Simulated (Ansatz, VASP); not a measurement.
# Two plane-wave programs on W5C

```
CELL_PARAMETERS angstrom
-3.34000 3.34000 2.11000
3.34000 -3.34000 2.11000
3.34000 3.34000 -2.11000
ATOMIC_POSITIONS crystal
W 0.00000 0.00000 0.00000
W 0.20000 0.60000 0.80000
W 0.40000 0.20000 0.60000
W 0.80000 0.40000 0.20000
W 0.60000 0.80000 0.40000
C 0.50000 0.50000 0.00000
```

Alike in both runs: task relaxation of cell and atoms; functional PBE; k mesh 5 × 5 × 5; occupations gaussian, width 0.2 eV; no spin polarisation.

```csv
,VASP,Ansatz
version,VASP 6.6.1,Ansatz 0.2.0
potentials or method,"VASP PAW PBE potentials, release 64 (W_sv, C), cutoff 600 eV","scalar-relativistic, plane waves, PAW"
valence electrons in the cell,74,74
```

|  | VASP | Ansatz | Ansatz less VASP |
| --- | --- | --- | --- |
| gap on the k mesh at the Fermi level, each at its own relaxed structure (eV) | none | none | - |
| relaxed volume (Å³/atom) | 14.55 | 14.52 | -0.027 |
| relaxed cell length with the largest relative difference (Å) | 5.006 | 5.004 | -0.0016 |

A gap of «none» marks a metal or a gap that the smearing closes.

Neither program's run includes spin-orbit coupling.
